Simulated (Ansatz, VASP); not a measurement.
Rh in VASP and in Ansatz

File INCAR:

```
SYSTEM = Rh
PREC = Accurate
ENCUT = 520
EDIFF = 1E-8
ISMEAR = -1
SIGMA = 0.05
LREAL = .FALSE.
LASPH = .TRUE.
NELM = 100
ALGO = Normal
ISIF = 2
LWAVE = .FALSE.
LCHARG = .FALSE.
GGA = PE
LEFG = .TRUE.
NBANDS = 14
```

KPOINTS

```
Automatic mesh
0
G
  16 16 16
  0 0 0
```

The input POSCAR:

```
Rh
1.0
   -0.0287293226      1.9152881739      1.9152881739
    1.9152881739     -0.0287293226      1.9152881739
    1.8865588513      1.8865588513      0.0000000000
Rh
1
Direct
    0.0000000000      0.0000000000      0.0000000000
```

Input for Ansatz:

```yaml
crystal:
  lattice:
    - [-0.0287293226, 1.9152881739, 1.9152881739]
    - [1.9152881739, -0.0287293226, 1.9152881739]
    - [1.8865588513, 1.8865588513, 0.0]
  atoms:
    - { symbol: Rh, position: [0.0, 0.0, 0.0] }
kpoints:
  mp_grid: { grid: [16, 16, 16] }
scf:
  occupations: { method: fermi_dirac, width: 0.05 }
hamiltonian:
  xc: pbe
  pseudopotentials: { kind: paw }
output:
  forces: true
  stress: true
  eigenvalues: true
  efg: { contact_densities: true }
```

Change from the starting cell: xy shear strain of -3 %, PAW files.

Alike in both runs: task electric field gradients; functional PBE; k mesh 16 × 16 × 16; occupations fermi-dirac, width 0.05 eV; no spin polarisation.

|  | VASP | Ansatz |
| --- | --- | --- |
| version | VASP 6.6.1 | Ansatz 0.2.0 |
| potentials or method | VASP PAW PBE potentials, release 64 (Rh_pv) | PAW with Ansatz's default frozen-core files, scalar-relativistic |
| plane-wave cutoff (eV) | 520 | 420 |
| valence electrons in the cell | 15 | 17 |

```tsv
	VASP	Ansatz	Ansatz less VASP
pressure (GPa)	0.3	0.3	-0.04
traceless stress, the component that is largest in VASP (GPa)	5.57	5.57	-0.004
size of Vzz on the site where it differs most (V/Å²)	2.4	0.5	-1.85
```

With one functional, cell and mesh, what is left measures potentials, basis and numerics. VASP's potentials hold 15 valence electrons a cell and Ansatz's 17, so a difference there can come from the potentials and not from the codes.
